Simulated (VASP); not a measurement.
# FeSi (P2_13) in VASP: notebook, part 2 of 2

VASP 6.6.1. The steps go on from the part before.

## 4. Relaxation of cell and atoms, PBEsol, target pressure 50 GPa, at which the enthalpy is minimised

This run uses another cell than the first one, of 9.66 Å³/atom.

File INCAR:

```
PREC = Accurate
ENCUT = 600
EDIFF = 1E-7
ISMEAR = 0
SIGMA = 0.02
LREAL = F
LASPH = T
NELM = 100
ALGO = Normal
ISIF = 3
LWAVE = F
LCHARG = F
GGA = PS
IBRION = 2
NSW = 80
EDIFFG = -0.003
PSTRESS = 500.0
```

File KPOINTS:

```
Automatic mesh
0
Gamma
  8 8 8
```

File POSCAR:

```
FeSi
1.0
    4.2594878926      0.0000000000      0.0000000000
    0.0000000000      4.2594878926      0.0000000000
    0.0000000000      0.0000000000      4.2594878926
Fe Si
4 4
Direct
    0.1403578303      0.1403578303      0.1403578303
    0.3596421697      0.8596421697      0.6403578303
    0.6403578303      0.3596421697      0.8596421697
    0.8596421697      0.6403578303      0.3596421697
    0.8425735153      0.8425735153      0.8425735153
    0.6574264847      0.1574264847      0.3425735153
    0.3425735153      0.6574264847      0.1574264847
    0.1574264847      0.3425735153      0.6574264847
```

The run is started by

```sh
$ cat potpaw_PBE.64/Fe/POTCAR potpaw_PBE.64/Si/POTCAR > POTCAR
$ mpirun -np 1 vasp_std > vasp.out
```

Run time: 4.9 min. Hardware: 1 thread of Intel Xeon 6975P-C (Granite Rapids), shared host; peak memory 0.28 GiB.

It converged, with:

| Property | Result |
| --- | --- |
| Free energy | -62.2215 eV |
| Relaxed volume | 9.22 Å³/atom |
| Relaxed cell | a = 4.194 Å, b = 4.194 Å, c = 4.194 Å, α = 90.00°, β = 90.00°, γ = 90.00° |
| Space group after relaxing (to 0.1 Å) | P2_13 (No. 198) |
| Energy change on relaxing (the run minimises the enthalpy) | +109.0 meV/atom |
| Ionic steps | 9 |
| Pressure after relaxing | 50.0 GPa |
| Band gap on the k mesh | 0.13 eV (least direct gap 0.17 eV) |

Step by step:
```csv
step,energy change (eV),largest force (eV/Å),pressure (GPa),volume (Å³)
1,0.0000,0.0522,31.05,77.28
2,5.3375,0.7929,122.69,65.19
3,0.8064,0.2161,49.02,74.03
4,0.8504,0.2237,49.88,73.88
5,0.8713,0.2274,50.30,73.82
6,0.8865,0.0266,50.35,73.75
7,0.8889,0.0029,50.36,73.74
8,0.8289,0.0078,49.14,73.94
9,0.8719,0.0003,49.99,73.80
```

Final structure:
```
Fe Si
1.0
     4.19448    0.00000    0.00000
     0.00000    4.19448    0.00000
     0.00000    0.00000    4.19448
Fe Si
4 4
Direct
  0.14189 0.14189 0.14189
  0.35811 0.85811 0.64189
  0.64189 0.35811 0.85811
  0.85811 0.64189 0.35811
  0.84317 0.84317 0.84317
  0.65683 0.15683 0.34317
  0.34317 0.65683 0.15683
  0.15683 0.34317 0.65683
```

Levels at points of the mesh, in eV from the valence-band top:
```tsv
k point	band 21	band 22	band 23	band 24	band 25	band 26	band 27	band 28
(0.00, 0.00, 0.00)	-0.38	-0.38	-0.09	-0.09	0.83	0.83	0.83	3.97
(0.50, 0.00, 0.00)	-0.52	-0.52	0.00	0.00	0.18	0.18	2.10	2.10
(0.50, 0.50, 0.00)	-1.28	-1.28	-0.48	-0.48	0.76	0.76	1.65	1.65
(0.50, 0.50, 0.50)	-0.90	-0.90	-0.90	-0.90	0.58	0.58	0.58	0.58
```

Caveat: the cell is relaxed towards a set pressure, so the run minimises the enthalpy, not the energy; the PAW data sets were made with another functional, which shifts forces and pressure a little.

## 5. Relaxation of cell and atoms, PBEsol

This run uses another cell than the first one, of 11.31 Å³/atom.

File INCAR:

```
SYSTEM = FeSi
PREC = Accurate
ENCUT = 600
EDIFF = 1E-6
ISMEAR = 0
SIGMA = 0.02
LREAL = .False.
LASPH = .True.
NELM = 100
ALGO = Normal
ISIF = 3
LWAVE = .False.
LCHARG = .False.
GGA = PS
IBRION = 2
NSW = 80
EDIFFG = -0.003
```

File KPOINTS:

```
Automatic mesh
0
Gamma
  8 8 8
  0 0 0
```

File POSCAR:

```
FeSi
1.0
    4.4900000000      0.0000000000      0.0000000000
    0.0000000000      4.4900000000      0.0000000000
    0.0000000000      0.0000000000      4.4900000000
Fe Si
4 4
Direct
    0.1365000000      0.1365000000      0.1365000000
    0.3635000000      0.8635000000      0.6365000000
    0.6365000000      0.3635000000      0.8635000000
    0.8635000000      0.6365000000      0.3635000000
    0.8426000000      0.8426000000      0.8426000000
    0.6574000000      0.1574000000      0.3426000000
    0.3426000000      0.6574000000      0.1574000000
    0.1574000000      0.3426000000      0.6574000000
```

The run is started by

```sh
$ cat potpaw_PBE.64/Fe/POTCAR potpaw_PBE.64/Si/POTCAR > POTCAR
$ mpirun -np 1 vasp_std > vasp.out
```

It took 5 min on 1 thread of Intel Xeon 6975P-C (Granite Rapids), shared host; peak memory 0.28 GiB.

Results (log left out):

* Free energy: -63.8232 eV
* Relaxed volume: 10.69 Å³/atom
* Relaxed cell: a = 4.406 Å, b = 4.406 Å, c = 4.406 Å, α = 90.00°, β = 90.00°, γ = 90.00°
* Space group after relaxing (to 0.1 Å): P2_13 (No. 198)
* Energy gained by relaxing: 26.3 meV/atom
* Ionic steps: 11
* Pressure after relaxing: 0.0 GPa
* Band gap on the k mesh: 0.14 eV (least direct gap 0.16 eV)

The path:
| step | energy change (eV) | largest force (eV/Å) | pressure (GPa) | volume (Å³) |
| --- | --- | --- | --- | --- |
| 1 | 0.0000 | 0.2862 | -12.59 | 90.52 |
| 2 | 0.2126 | 0.5280 | 22.85 | 79.36 |
| 3 | -0.2069 | 0.1334 | -0.22 | 85.68 |
| 4 | -0.2070 | 0.1296 | 0.05 | 85.58 |
| 5 | -0.2103 | 0.0398 | 0.09 | 85.56 |
| 6 | -0.2105 | 0.0178 | 0.07 | 85.56 |
| 7 | -0.2105 | 0.0164 | -0.01 | 85.56 |
| 8 | -0.2105 | 0.0078 | 0.04 | 85.55 |
| 9 | -0.2106 | 0.0017 | 0.11 | 85.54 |
| 10 | -0.2105 | 0.0108 | -0.24 | 85.62 |
| 11 | -0.2106 | 0.0019 | -0.04 | 85.55 |

Final structure:
```
Fe Si
1.0
     4.40635    0.00000    0.00000
     0.00000    4.40635    0.00000
     0.00000    0.00000    4.40635
Fe Si
4 4
Direct
  0.13727 0.13727 0.13727
  0.36273 0.86273 0.63727
  0.63727 0.36273 0.86273
  0.86273 0.63727 0.36273
  0.84105 0.84105 0.84105
  0.65895 0.15895 0.34105
  0.34105 0.65895 0.15895
  0.15895 0.34105 0.65895
```

Levels at points of the mesh, in eV from the valence-band top:
```csv
k point,band 21,band 22,band 23,band 24,band 25,band 26,band 27,band 28
"(0.00, 0.00, 0.00)",-0.29,-0.29,-0.04,-0.04,0.67,0.67,0.67,3.19
"(0.50, 0.00, 0.00)",-0.39,-0.39,-0.01,-0.01,0.18,0.18,1.77,1.77
"(0.50, 0.50, 0.00)",-1.05,-1.05,-0.37,-0.37,0.64,0.64,1.34,1.34
"(0.50, 0.50, 0.50)",-0.69,-0.69,-0.69,-0.69,0.49,0.49,0.49,0.49
```

Caveat: the PAW data sets were made with another functional, which shifts forces and pressure a little. Spin polarisation is off, so any magnetic state and its effect on volume and gap are missing.

## 6. Overview

| task | cell | cutoff (eV) | gap on the mesh (eV) | pressure (GPa) | largest force (eV/Å) |
| --- | --- | --- | --- | --- | --- |
| single point | a = 4.190 Å, 8 atoms, atomic positions A | 520 | 0.13 | 51.5 | 0.05 |
| single point | a = 4.403 Å, 8 atoms, atomic positions B | 520 | 0.14 | 0.6 | 0.05 |
| relaxation of cell and atoms | relaxed to 50 GPa from a = 4.259 Å, 8 atoms, atomic positions C | 600 | 0.13 | 50.0 | - |
| relaxation of cell and atoms | relaxed from a = 4.490 Å, 8 atoms, atomic positions D | 600 | 0.14 | 0.0 | - |

Alike in all rows: level PBEsol; potentials or basis VASP PAW PBE potentials, release 64 (Fe, Si); no spin polarisation; k mesh 8 × 8 × 8; smearing gaussian 0.02 eV.

Caveats: the PAW data sets were made with another functional, which shifts forces and pressure a little; the cell stands under pressure (at least some runs); the cell is relaxed towards a set pressure, so the run minimises the enthalpy, not the energy (at least some runs).

Total energies depend on the potentials used, so only differences within one code and one set of settings carry meaning.
